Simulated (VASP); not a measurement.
The system is Pd.

```
Pd
1.0
     0.00000    1.94650    1.94650
     1.94650    0.00000    1.94650
     1.94650    1.94650    0.00000
Pd
1
Direct
  0.00000 0.00000 0.00000
```

| Property | Result |
| --- | --- |
| Program | VASP 6.6.1 |
| Task | relaxation of cell and atoms |
| Functional | PBE |
| Potentials or basis | VASP PAW PBE potentials, release 64 (Pd) |
| Cutoff | 600 eV |
| k mesh | 18 × 18 × 18 |
| Occupations | gaussian, width 0.1 eV |
| Spin | no spin polarisation |

At the start: pressure 6.7 GPa; volume 14.75 Å³/atom.

Question: Where does the relaxation end?

Answer: Over 7 steps the energy falls by 10.6 meV/atom and the volume is 15.28 Å³/atom (+3.6 %); space group Fm-3m (No. 225, to 0.05 Å).

The path:
```tsv
step	energy change (eV)	largest force (eV/Å)	pressure (GPa)	volume (Å³)
1	0.0000	0.0000	6.65	14.75
2	0.0098	0.0000	-7.59	16.10
3	-0.0106	0.0000	-0.06	15.29
4	-0.0106	0.0000	0.06	15.28
5	-0.0106	0.0000	0.06	15.28
6	-0.0106	0.0000	0.05	15.28
7	-0.0106	0.0000	0.05	15.28
```

Final structure:
```
Pd
1.0
     0.00000    1.96952    1.96952
     1.96952    0.00000    1.96952
     1.96952    1.96952    0.00000
Pd
1
Direct
  0.00000 0.00000 0.00000
```
